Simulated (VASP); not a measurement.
# Al3N in VASP: relaxation of the atoms with PBE

Aim: the relaxation of the atoms of Al3N with PBE.

Program: VASP 6.6.1. These are calculated values, not measurements. Logs are shortened: lines on timing, memory, paths and dates and some standing lists are left out, and cuts for length are marked.

### 1 The cell of the first run

The cell holds a slab with vacuum, 4 atoms: a = 2.857 Å, b = 2.857 Å, c = 20.101 Å, α = 90.00°, β = 90.00°, γ = 120.00°.

### 2 Relaxation of the atoms, PBE

The input, INCAR:

```
SYSTEM = Al3N
ALGO = Normal ; DIPOL = 0.5 0.5 0.364
EDIFF = 1E-6 ; EDIFFG = -0.025
ENCUT = 520 ; GGA = PE
IBRION = 2 ; IDIPOL = 3
ISIF = 2 ; ISMEAR = 0
LASPH = .True. ; LCHARG = .False.
LDIPOL = .True. ; LREAL = .False.
LWAVE = .False. ; NELM = 80
NSW = 36 ; PREC = Accurate
SIGMA = 0.1
```

The input, KPOINTS:

```
k-points
0
Gamma
  9 9 1
  0 0 0
```

The input, POSCAR:

```
Al3N
1.0
    2.8567582919      0.0000000000      0.0000000000
   -1.4283791460      2.4740252533      0.0000000000
    0.0000000000      0.0000000000     20.1013781961
Al N
3 1
Selective dynamics
Direct
    0.6666666667      0.3333333333      0.1989913309  F F F
    0.3333333333      0.6666666667      0.3134471576  F F F
    0.0000000000      0.0000000000      0.4278999237  F F F
    0.0000000000      0.1666666667      0.5173463672  F F T
```

Potentials or basis: VASP PAW PBE potentials, release 64 (Al, N).

Launch:

```bash
cat potpaw_PBE.64/Al/POTCAR potpaw_PBE.64/N/POTCAR > POTCAR
mpirun -np 1 vasp_std > vasp.out
```

OUTCAR:

```text
SYSTEM = Al3N
   EDIFF = 1E-6
   EDIFFG = -0.025
   ENCUT = 520
   GGA = PE
   IBRION = 2
   ISIF = 2
   ISMEAR = 0
   LASPH = .True.
   LREAL = .False.
   NELM = 80
   NSW = 36
   PREC = Accurate

 ion  position               nearest neighbor table
   1  0.667  0.333  0.199-   2 2.83   2 2.83   2 2.83
   2  0.333  0.667  0.313-   3 2.83   3 2.83   3 2.83   1 2.83   1 2.83   1 2.83
   3  0.000  0.000  0.428-   4 1.86   2 2.83   2 2.83   2 2.83
   4  0.000  0.167  0.517-   3 1.86

  LATTYP: Found a hexagonal cell.
 ALAT       =     2.8567582919
 C/A-ratio  =     7.0364294568

  Lattice vectors:

 A1 = (   2.8567582919,   0.0000000000,   0.0000000000)
 A2 = (  -1.4283791460,   2.4740252533,   0.0000000000)
 A3 = (   0.0000000000,   0.0000000000,  20.1013781961)

Analysis of symmetry for initial positions (statically):
=====================================================================
 Subroutine PRICEL returns:
 Original cell was already a primitive cell.

 Routine SETGRP: Setting up the symmetry group for a
 hexagonal supercell.

 Subroutine GETGRP returns: Found  1 space group operations
 (whereof  1 operations were pure point group operations)
 out of a pool of 24 trial point group operations.

The static configuration has the point symmetry C_1 .

Analysis of symmetry for dynamics (positions and initial velocities):
=====================================================================
 Subroutine PRICEL returns:
 Original cell was already a primitive cell.

 Routine SETGRP: Setting up the symmetry group for a
 hexagonal supercell.

 Subroutine GETGRP returns: Found  1 space group operations
 (whereof  1 operations were pure point group operations)
 out of a pool of 24 trial point group operations.

The dynamic configuration has the point symmetry C_1 .

Analysis of constrained symmetry for selective dynamics:
=====================================================================
 Subroutine PRICEL returns:
 Original cell was already a primitive cell.

 Routine SETGRP: Setting up the symmetry group for a
 hexagonal supercell.

 Subroutine GETGRP returns: Found  1 space group operations
 (whereof  1 operations were pure point group operations)
 out of a pool of 24 trial point group operations.
[... 126 lines left out ...]
  volume/ion in A,a.u.               =      35.52       239.68
  Fermi-wavevector in a.u.,A,eV,Ry     =   0.756165  1.428944  7.779606  0.571785
  Thomas-Fermi vector in A             =   1.854223
   LORBIT       =      0    0 simple, 1 ext, 2 COOP (PROOUT), +10 PAW based schemes
   GGA     = PE    functional components
   LHFCALC =     F    Hartree Fock is set to
   AEXX    =    0.0000 exact exchange contribution
   IVDW    =     0    specifies the selected vdW correction
   LEPSILON=     F    determine dielectric tensor
   LRPA    =     F    only Hartree local field effects (RPA)
 conjugate gradient relaxation of ions
 non-spin polarized calculation
 Gauss-broadening in eV      SIGMA  =   0.10
  energy-cutoff  :      520.00
  volume of cell :      142.07
 maximum number of plane-waves:      3849
 NGX is ok and might be reduce to    24
   NGX = 11   NGY = 11   NGZ = 75

--------------------------------------- Ionic step        1  -------------------------------------------

 number of electron      13.9999999 magnetization

 Free energy of the ion-electron system (eV)
  ---------------------------------------------------
  ext. energy  EPLUGINS =         0.00000000
  ---------------------------------------------------
  free energy    TOTEN  =       -15.39694421 eV

  energy without entropy =      -15.37553441  energy(sigma->0) =      -15.38623931

------------------------ aborting loop because EDIFF is reached ----------------------------------------

  FORCE on cell =-STRESS in cart. coord.  units (eV):
  Direction    XX          YY          ZZ          XY          YZ          ZX
  --------------------------------------------------------------------------------------
  -------------------------------------------------------------------------------------
  Total       -1.7870239     -1.6522214     -0.6554683     -0.0054410      0.4396531     -0.3719028
  in kB      -20.1528965    -18.6326815     -7.3919463     -0.0613598      4.9581229     -4.1940782
  external PRESSURE =     -15.3925081 kB  Pullay stress =       0.0000000 kB
[... 63 lines left out ...]
--------------------------------------- Ionic step        3  -------------------------------------------

 number of electron      14.0000000 magnetization

 dipolmoment           0.000000      0.000000      0.171669 electrons x Angstroem

 Free energy of the ion-electron system (eV)
  ---------------------------------------------------
  ext. energy  EPLUGINS =         0.00000000
  ---------------------------------------------------
  free energy    TOTEN  =       -15.41133427 eV

  energy without entropy =      -15.39028484  energy(sigma->0) =      -15.40080956

 E-fermi :  -0.9586     XC(G=0):  -5.0882

 val. band max:       -0.9710888917   @ k =   0.3333   0.2222   0.0000
 cond. band min:      -0.9553073032   @ k =   0.2222   0.3333   0.0000
 fundamental gap:      0.0157815884
 Fermi energy:        -0.9586348213

 k-point     1 :       0.0000    0.0000    0.0000
  band No.  band energies     occupation
      1     -14.8776      2.00000
      2     -11.4393      2.00000
      3      -9.4250      2.00000
      4      -6.4954      2.00000
      5      -3.7142      2.00000
      6      -1.2152      1.99971
      7       0.3070      0.00000
      8       0.3356      0.00000
      9       1.8176      0.00000
     10       3.5632      0.00000
     11       5.4520      0.00000
[... 309 lines left out ...]
 k-point    24 :      -0.1111    0.4444    0.0000
  band No.  band energies     occupation
      1     -13.4576      2.00000
      2      -7.6842      2.00000
      3      -5.8923      2.00000
      4      -3.9377      2.00000
      5      -2.9389      2.00000
      6      -2.4969      2.00000
      7      -1.4339      2.00000
      8      -0.9284      0.66930
      9      -0.2995      0.00000
     10       1.5242      0.00000
     11       2.3212      0.00000

 [... further k-points ...]

------------------------ aborting loop because EDIFF is reached ----------------------------------------

 vacuum level on the upper side and lower side of the slab       (xc-potential included)         2.004        -2.187

  FORCE on cell =-STRESS in cart. coord.  units (eV):
  Direction    XX          YY          ZZ          XY          YZ          ZX
  --------------------------------------------------------------------------------------
  -------------------------------------------------------------------------------------
  Total       -1.7012000     -1.4591997      0.5211501     -0.0283629      0.7808571     -0.5710941
  in kB      -19.1850310    -16.4559087      5.8771933     -0.3198579      8.8060000     -6.4404287
  external PRESSURE =      -9.9212488 kB  Pullay stress =       0.0000000 kB
[... 19 lines left out ...]
  FREE ENERGIE OF THE ION-ELECTRON SYSTEM (eV)
  ---------------------------------------------------
  free  energy   TOTEN  =       -15.4113342724 eV

  energy  without entropy=      -15.3902848393  energy(sigma->0) =      -15.40080956

 reached required accuracy - stopping structural energy minimisation

 vacuum level on the upper side and lower side of the slab         7.422         3.096
```

OSZICAR:

```text
N       E                     dE             d eps       ncg     rms          rms(c)
DAV:   1     0.608717870360E+02    0.60872E+02   -0.50304E+03   902   0.951E+02
DAV:   2    -0.740006314134E+01   -0.68272E+02   -0.63168E+02  1403   0.157E+02
DAV:   3    -0.167248277209E+02   -0.93248E+01   -0.81707E+01  1348   0.549E+01
[... 45 lines left out ...]
DAV:   4    -0.154113598215E+02   -0.47592E-03   -0.50278E-03  1035   0.555E-01    0.732E-02
DAV:   5    -0.154114580498E+02   -0.98228E-04   -0.10068E-03  1251   0.192E-01    0.939E-02
DAV:   6    -0.154113348834E+02    0.12317E-03   -0.33251E-04  1099   0.111E-01    0.190E-02
DAV:   7    -0.154113336847E+02    0.11987E-05   -0.24285E-05  1022   0.430E-02    0.459E-03
DAV:   8    -0.154113342724E+02   -0.58774E-06   -0.23721E-06   950   0.129E-02
   3 F= -.15411334E+02 E0= -.15400810E+02  d E =-.143901E-01
```

CONTCAR:

```text
Al3N
   1.00000000000000
     2.8567582918999999    0.0000000000000000    0.0000000000000000
    -1.4283791459999999    2.4740252532999998    0.0000000000000000
     0.0000000000000000    0.0000000000000000   20.1013781961000007
  Al              N
     3     1
Selective dynamics
Direct
     0.6666666667000030    0.3333333332999970    0.1989913309000002   F   F   F
     0.3333333332999970    0.6666666667000030    0.3134471576000024   F   F   F
     0.0000000000000000    0.0000000000000000    0.4278999236999965   F   F   F
     0.0000000000000000    0.1666666667000030    0.5151296339677053   F   F   T

  0.00000000E+00  0.00000000E+00  0.00000000E+00
  0.00000000E+00  0.00000000E+00  0.00000000E+00
  0.00000000E+00  0.00000000E+00  0.00000000E+00
  0.00000000E+00  0.00000000E+00  0.00000000E+00
```

Wall time 2.9 min (1 thread of AMD EPYC 7R13 (Zen 3), shared host); peak memory 0.28 GiB.

What came out:

| Property | Result |
| --- | --- |
| Free energy | -15.4113 eV |
| Energy gained by relaxing | 3.6 meV/atom |
| Ionic steps | 3 |
| Band gap on the k mesh | zero (bands 7 and 8 overlap by 1.94 eV) |

Step by step:
| step | energy change (eV) | largest force on free atoms (eV/Å) | pressure (GPa) |
| --- | --- | --- | --- |
| 1 | 0.0000 | 0.6224 | -1.54 |
| 2 | -0.0128 | 0.2186 | -1.18 |
| 3 | -0.0144 | 0.0001 | -0.99 |

Final structure:
```yaml
crystal:
  lattice:
    - [2.85676, 0.00000, 0.00000]
    - [-1.42838, 2.47403, 0.00000]
    - [0.00000, 0.00000, 20.10138]
  atoms:
    - { symbol: Al, position: [0.66667, 0.33333, 0.19899] }
    - { symbol: Al, position: [0.33333, 0.66667, 0.31345] }
    - { symbol: Al, position: [0.00000, 0.00000, 0.42790] }
    - { symbol: N, position: [0.00000, 0.16667, 0.51513] }
```
